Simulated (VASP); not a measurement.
Write the native input for VASP 6.6.1 that does the following.

| Quantity | Value |
| --- | --- |
| Task | single point |
| Functional | PBE |
| Potentials or basis | VASP PAW PBE potentials, release 64 (In_d, P) |
| Cutoff | 500 eV |
| k mesh | 12 × 12 × 12 |
| Occupations | gaussian, width 0.1 eV |
| Spin | no spin polarisation |
| Dipole correction | no |
| Further INCAR settings | ALGO = Normal; EDIFF = 1e-06; NBANDS = 16 |

The structure of InP lies in POSCAR:

```
InP
1.0
    0.0000000000      2.9743675500      2.9743675500
    2.9743675500      0.0000000000      2.9743675500
    2.9743675500      2.9743675500      0.0000000000
In P
1 1
Direct
    0.0000000000      0.0000000000      0.0000000000
    0.5000000000      0.5000000000      0.5000000000
```

This cell differs from its parent crystal: strained.

One way to write it, as run:

INCAR

```
PREC = Accurate
ENCUT = 500
EDIFF = 1E-6
ISMEAR = 0
SIGMA = 0.1
LREAL = False
LASPH = True
NELM = 120
ALGO = Normal
ISIF = 2
LWAVE = False
LCHARG = False
GGA = PE
NBANDS = 16
GGA_COMPAT = False
```

KPOINTS

```
Automatic mesh
0
Gamma
  12 12 12
```

Potentials or basis: VASP PAW PBE potentials, release 64 (In_d, P).

The run is started by

```sh
$ cat potpaw_PBE.64/In_d/POTCAR potpaw_PBE.64/P/POTCAR > POTCAR
$ mpirun -np 1 vasp_std > vasp.out
```

It gave:

```json
{
  "Pressure": "-9.3 GPa",
  "Band gap on the k mesh": "zero (bands 9 and 10 overlap by 1.95 eV)"
}
```

Caveat: the cell differs from its parent crystal (strained); the cell stands under tension; spin-orbit coupling is left out, which moves the levels of the heavy elements.

It took 54 s on 1 thread of Intel Xeon 8259CL, with other jobs on the host, peak memory 0.21 GiB.
